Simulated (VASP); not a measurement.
PbO:

```
Pb O
1.0
     0.00000    2.79878    2.79878
     2.79878    0.00000    2.79878
     2.79878    2.79878    0.00000
Pb O
1 1
Direct
  0.00000 0.00000 0.00000
  0.25000 0.25000 0.25000
```

Base run:

| Property | Result |
| --- | --- |
| Program | VASP 6.6.1 |
| Functional | r2SCAN |
| Potentials or basis | VASP PAW PBE potentials, release 64 (Pb_d, O) |
| Cutoff | 520 eV |
| k mesh | 8 × 8 × 8 |
| Occupations | gaussian, width 0.01 eV |
| Spin | no spin polarisation |

Its results: band gap on the k mesh 0.61 eV, indirect (least direct gap 0.79 eV); pressure 0.3 GPa.

Q: The run is repeated on the same cell with these changes: functional from r2SCAN to PBE. What comes out?

A: Band gap on the k mesh 0.43 eV, indirect (least direct gap 0.61 eV); pressure 2.4 GPa.

r2SCAN gives the wider gap, since meta-GGAs in the generalised Kohn-Sham scheme recover part of the derivative discontinuity.

Caveats: spin-orbit coupling is left out, which moves the levels of the heavy elements; the PAW data sets were made with another functional, which shifts forces and pressure a little (some runs).

A k mesh can miss the band edges.
